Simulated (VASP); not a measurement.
The system is Si.

```
CELL_PARAMETERS angstrom
-1.56500 1.56500 1.56500
1.56500 -1.56500 1.56500
1.56500 1.56500 -1.56500
ATOMIC_POSITIONS crystal
Si 0.00000 0.00000 0.00000
```

This isn't the form of Si at room conditions, which is diamond.

| Property | Result |
| --- | --- |
| Program | VASP 6.6.1 |
| Task | relaxation of cell and atoms |
| Functional | PBE |
| Potentials or basis | VASP PAW PBE potentials, release 64 (Si) |
| Cutoff | 500 eV |
| k mesh | 11 × 11 × 11 |
| Occupations | fermi-dirac, width 0.05 eV |
| Spin | no spin polarisation |

At the start: pressure -4.3 GPa; volume 15.33 Å³/atom.

Task: How do energy, volume and symmetry change on relaxing?

Result: Over 3 steps the energy falls by 10.4 meV/atom and the volume is 14.59 Å³/atom (-4.9 %); space group Im-3m (No. 229, to 0.1 Å) before and after.

Step by step:
```tsv
step	energy change (eV)	largest force (eV/Å)	pressure (GPa)	volume (Å³)
1	0.0000	0.0000	-4.26	15.33
2	-0.0100	0.0000	0.97	14.45
3	-0.0104	0.0000	0.01	14.59
```

Final structure:
```
Si
1.0
    -1.53923    1.53923    1.53923
     1.53923   -1.53923    1.53923
     1.53923    1.53923   -1.53923
Si
1
Direct
  0.00000 0.00000 0.00000
```
